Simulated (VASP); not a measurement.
Set up this calculation in VASP 6.6.1, as the native input.

```
Task                   : relaxation of the atoms
Functional             : r2SCAN
Potentials or basis    : VASP PAW PBE potentials, release 64 (Ti_sv, N)
Cutoff                 : 520 eV
k mesh                 : 14 × 14 × 14
Occupations            : fermi-dirac, width 0.1 eV
Spin                   : no spin polarisation
Dipole correction      : no
Further INCAR settings : ALGO = Normal; EDIFF = 1e-06; IBRION = 2; EDIFFG = -0.01; NSW = 50
```

Crystal: TiN (Osbornite).

```
Ti N
1.0
     0.00000    2.11690    2.11690
     2.11690    0.00000    2.11690
     2.11690    2.11690    0.00000
Ti N
1 1
Direct
  0.00000 0.00000 0.00000
  0.50000 0.50000 0.50000
```

One way to write it, as run:

POSCAR

```
TiN
1.0
    0.0000000000      2.1169035900      2.1169035900
    2.1169035900      0.0000000000      2.1169035900
    2.1169035900      2.1169035900      0.0000000000
Ti N
1 1
Direct
    0.0000000000      0.0000000000      0.0000000000
    0.5000000000      0.5000000000      0.5000000000
```

INCAR.step1

```
PREC = Accurate
ENCUT = 520
ISMEAR = -1
SIGMA = 0.1
LREAL = False
LASPH = True
NELM = 100
GGA = PE
ALGO = Normal
EDIFF = 1E-4
LWAVE = True
LCHARG = False
```

INCAR.step2

```
PREC = Accurate
ENCUT = 520
EDIFF = 1E-6
ISMEAR = -1
SIGMA = 0.1
LREAL = False
LASPH = True
NELM = 100
ALGO = Normal
ISIF = 2
LWAVE = False
LCHARG = False
METAGGA = R2SCAN
LMIXTAU = True
IBRION = 2
NSW = 50
EDIFFG = -0.01
ISTART = 1
```

KPOINTS

```
Automatic mesh
0
Gamma
  14 14 14
```

Potentials or basis: VASP PAW PBE potentials, release 64 (Ti_sv, N).

The run is started by

```bash
$ cat potpaw_PBE.64/Ti_sv/POTCAR potpaw_PBE.64/N/POTCAR > POTCAR
$ cp INCAR.step1 INCAR
$ mpirun -np 1 vasp_std > vasp.out
$ cp INCAR.step2 INCAR
$ mpirun -np 1 vasp_std > vasp.out
```

Results of the run:

```yaml
Pressure_after_relaxing: 1.4 GPa
```

Caveat: the relaxation stopped at its first step, so nothing moved; the PAW data sets were made with another functional, which shifts forces and pressure a little.

It took 3.7 min on 1 thread of Oxide Virtual Turin-like Processor (shared host), peak memory 0.13 GiB.
